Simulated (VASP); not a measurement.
CuO:

```
Cu O
1.0
     2.34465   -1.71340    0.00000
     2.34465    1.71340    0.00000
    -0.86055    0.00000    5.05944
Cu O
2 2
Direct
  0.00320 0.49680 0.00000
  0.49680 0.00320 0.50000
  0.57140 0.40560 0.25370
  0.40560 0.57140 0.75370
```

Base run:

| Property | Result |
| --- | --- |
| Program | VASP 6.6.1 |
| Functional | LDA |
| Potentials or basis | VASP PAW LDA potentials, release 64 (Cu, O) |
| Cutoff | 520 eV |
| k mesh | 7 × 7 × 4 |
| Occupations | gaussian, width 0.05 eV |
| Spin | collinear spin, antiferromagnetic start |
| Starting moments | [0.55, -0.55, 0.0, 0.0] μB |
| Hubbard terms | Cu d U = 8.0 eV |

Its results: band gap on the k mesh 1.26 eV, indirect (least direct gap 1.49 eV); pressure -14.4 GPa; net moment 0.00 μB per cell; site moments Cu +0.65, -0.65; O -0.00, +0.00 μB; largest force 0.640 eV/Å.

Problem. After a change of settings the same cell gave: band gap on the k mesh 0.91 eV, indirect (least direct gap 0.94 eV); pressure -13.8 GPa; net moment 2.00 μB per cell; site moments Cu +0.71; O +0.26 μB; largest force 0.675 eV/Å. Which change was it?
A. further incar settings from ALGO = Normal; EDIFF = 1e-07; NBANDS = 29 to ALGO = Normal; EDIFF = 1e-06; NBANDS = 29
B. spin from collinear spin, antiferromagnetic start to collinear spin, ferromagnetic start; moments at the start from [0.55, -0.55, 0.0, 0.0] to [0.62, 0.62, 0.33, 0.33]
C. moments at the start from [0.55, -0.55, 0.0, 0.0] to [0.6, -0.6, 0.0, 0.0]

Solution. B.
